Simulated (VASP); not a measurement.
Set up this calculation in VASP 6.6.1, as the native input.

- Task: single point
- Functional: PBE
- Potentials or basis: VASP PAW PBE potentials, release 64 (N, Ga_d, P)
- Cutoff: 520 eV
- k mesh: 8 × 8 × 6
- Occupations: fermi-dirac, width 0.02 eV
- Spin: no spin polarisation
- Dipole correction: no
- Further INCAR settings: ALGO = Normal; EDIFF = 1e-06; NBANDS = 26

The structure of Ga2PN lies in POSCAR:

```
Ga2PN
1.0
    3.5309103171      0.0000000000      0.0000000000
    0.0000000000      3.5309103171      0.0000000000
    0.0000000000      0.0000000000      4.9571255162
N Ga P
1 2 1
Direct
    0.0000000000      0.0000000000      0.0000000000
    0.0000000000      0.5000000000      0.7927838361
    0.5000000000      0.0000000000      0.2072161639
    0.5000000000      0.5000000000      0.5000000000
```

One way to write it, as run:

INCAR

```
ALGO = Normal ; EDIFF = 1E-6
ENCUT = 520 ; GGA = PE
ISIF = 2 ; ISMEAR = -1
LASPH = T ; LCHARG = T
LELF = T ; LREAL = F
LVHAR = T ; LWAVE = F
NBANDS = 26 ; NELM = 60
PREC = Accurate ; SIGMA = 0.02
```

KPOINTS

```
k-points
0
Gamma
  8 8 6
```

Potentials or basis: VASP PAW PBE potentials, release 64 (N, Ga_d, P).

Command:

```bash
$ cat potpaw_PBE.64/N/POTCAR potpaw_PBE.64/Ga_d/POTCAR potpaw_PBE.64/P/POTCAR > POTCAR
$ mpirun -np 1 vasp_std > vasp.out
```

It gave:

```yaml
Pressure: 3.7 GPa
Largest_force: 0.036 eV/Å
Band_gap_on_the_k_mesh: zero (filled and empty bands touch)
```

Caveat: the cell stands under pressure; semilocal functionals underestimate gaps, so a narrow gap can read as zero.

Wall time 43 s on 1 thread of Intel(R) Xeon(R) 6975P-C (Granite Rapids), with other jobs on the host, peak memory 0.23 GiB.
